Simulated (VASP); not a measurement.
Here is a VASP 6.6.1 calculation.

INCAR

```
  PREC = Accurate
  ENCUT = 520
  EDIFF = 1E-7
  ISMEAR = 0
  SIGMA = 0.15
  LREAL = False
  LASPH = True
  NELM = 60
  ALGO = Normal
  ISIF = 2
  LWAVE = False
  LCHARG = False
  NBANDS = 26
```

File KPOINTS:

```
Automatic mesh
0
Gamma
  12 12 12
```

POSCAR

```
Si
1.0
    0.0000000000      0.0000000000     -4.9415224119
    5.2169828544      0.0000000001      0.0000000000
   -2.6084914272     -4.5180396831      0.0000000000
Si
8
Direct
    0.5000000000      0.0000000000      0.5000000000
    0.0000000000      0.0000000000      0.5000000000
    0.5000000000      0.5000000000      0.5000000000
    0.0000000000      0.5000000000      0.5000000000
    0.5000000000      0.0000000000      0.0000000000
    0.0000000000      0.0000000000      0.0000000000
    0.5000000000      0.5000000000      0.0000000000
    0.0000000000      0.5000000000      0.0000000000
```

Potentials or basis: VASP PAW LDA potentials, release 64 (Si).

Launch:

```sh
$ cat potpaw_LDA.64/Si/POTCAR > POTCAR
$ mpirun -np 1 vasp_std > vasp.out
```

(1) What does it give for the pressure?

(2) What does it give for the band gap on the k mesh?

## Answers

(1) 0.1 GPa.

(2) zero (band 16 reaches 11.35 eV, above the bottom of band 17 at 7.81 eV).
